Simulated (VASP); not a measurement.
Write the native input for VASP 6.6.1 that does the following.

```yaml
Task: single point
Functional: PBE
Potentials_or_basis: VASP PAW PBE potentials, release 64 (Se)
Cutoff: 520 eV
k_mesh: 11 × 11 × 6
Occupations: fermi-dirac, width 0.05 eV
Spin: no spin polarisation
Dipole_correction: no
Further_INCAR_settings: ALGO = Normal; EDIFF = 1e-06; NBANDS = 13
```

The structure of Se lies in POSCAR:

```
Se
1.0
    3.1050448770      0.0000000000      0.0000000000
   -1.5525224385      2.6890477434      0.0000000000
    0.0000000000      0.0000000000      5.0301727007
Se
2
Direct
    0.3333333333      0.6666666667      0.2500000000
    0.6666666667      0.3333333333      0.7500000000
```

This isn't the form of Se at room conditions, which is trigonal, of chains.

One way to write it, as run:

INCAR

```
SYSTEM = Se
ALGO = Normal
EDIFF = 1E-6
ENCUT = 520
GGA = PE
ISIF = 2
ISMEAR = -1
LASPH = .True.
LCHARG = .True.
LELF = .True.
LREAL = .False.
LVHAR = .True.
LWAVE = .False.
NBANDS = 13
NELM = 100
PREC = Accurate
SIGMA = 0.05
```

KPOINTS

```
k-points
0
Gamma
  11 11 6
  0 0 0
```

Potentials or basis: VASP PAW PBE potentials, release 64 (Se).

Run with:

```console
$ cat potpaw_PBE.64/Se/POTCAR > POTCAR
$ mpirun -np 1 vasp_std > vasp.out
```

Results of the run:

| Item | Value |
| --- | --- |
| Pressure | -1.9 GPa |
| Band gap on the k mesh | zero (bands 6 and 7 overlap by 4.38 eV) |

It took 30 s on 1 thread of Intel Xeon 8259CL (shared host), peak memory 0.17 GiB.
